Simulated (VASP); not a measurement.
Runs of VASP 6.6.1 on BN. The structure is that of space group P6_3mc (No. 186), or close to it. The cells are those of the table. 

| cell | gap on the mesh (eV) | pressure (GPa) | largest force (eV/Å) |
| --- | --- | --- | --- |
| a = 2.536, b = 2.536, c = 4.157 Å, angles 90.0, 90.0, 120.0°, 4 atoms | 4.99 | -1.2 | 0.04 |
| a = 2.536, b = 2.536, c = 4.199 Å, angles 90.0, 90.0, 120.0°, 4 atoms | (a) | -5.2 | 0.05 |
| a = 2.536, b = 2.536, c = 4.220 Å, angles 90.0, 90.0, 120.0°, 4 atoms | (b) | -7.1 | 0.05 |
| a = 2.536, b = 2.536, c = 4.241 Å, angles 90.0, 90.0, 120.0°, 4 atoms | 4.95 | -9.0 | 0.04 |
| a = 2.536, b = 2.536, c = 4.178 Å, angles 90.0, 90.0, 120.0°, 4 atoms | 4.98 | -3.3 | 0.05 |

Alike in all rows: task single point; level LDA; potentials or basis VASP PAW LDA potentials, release 64 (B, N); no spin polarisation; k mesh 12 × 12 × 6; cutoff (eV) 520; smearing fermi-dirac 0.05 eV.

Estimate the missing entries.

(a) 4.97; (b) 4.96.

A k mesh can miss the band edges.
